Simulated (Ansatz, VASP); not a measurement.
Nb16N: VASP beside Ansatz

```xyz
17
Lattice="6.6852 0.0000 0.0000 0.0000 6.6852 0.0000 0.0000 0.0000 6.6852" Properties=species:S:1:pos:R:3 pbc="T T T"
Nb   -0.0377   -0.0026   -0.0041
Nb    1.6722    1.6045    1.6043
Nb    0.0085   -0.0032    3.3394
Nb    1.6728    1.6048    5.0735
Nb    0.0088    3.3395   -0.0039
Nb    1.6723    5.0749    1.6037
Nb    0.2932    3.3400    3.3389
Nb    1.6729    5.0747    5.0741
Nb    3.3827   -0.0026   -0.0034
Nb    5.0154    1.7218    1.7213
Nb    3.3365   -0.0032    3.3387
Nb    5.0146    1.7221    4.9565
Nb    3.3362    3.3394   -0.0032
Nb    5.0154    4.9576    1.7207
Nb    3.0519    3.3399    3.3387
Nb    5.0146    4.9573    4.9571
N     5.0152    3.3399    3.3388
```

Alike in both runs: functional PBE; k mesh 3 × 3 × 3; occupations fermi-dirac, width 0.5 eV; no spin polarisation.

Ansatz relaxed the structure, and its values are those at the end. VASP's run is a single point on that final structure, the one shown.

|  | VASP | Ansatz |
| --- | --- | --- |
| version | VASP 6.6.1 | Ansatz 0.2.0 |
| potentials or method | VASP PAW PBE potentials, release 64 (Nb_sv, N), cutoff 520 eV | plane-wave PAW DFT |
| valence electrons in the cell | 213 | 213 |

```csv
,VASP,Ansatz,Ansatz less VASP
rms of the force components (eV/Å),0.006,0.002,-0.0047
```
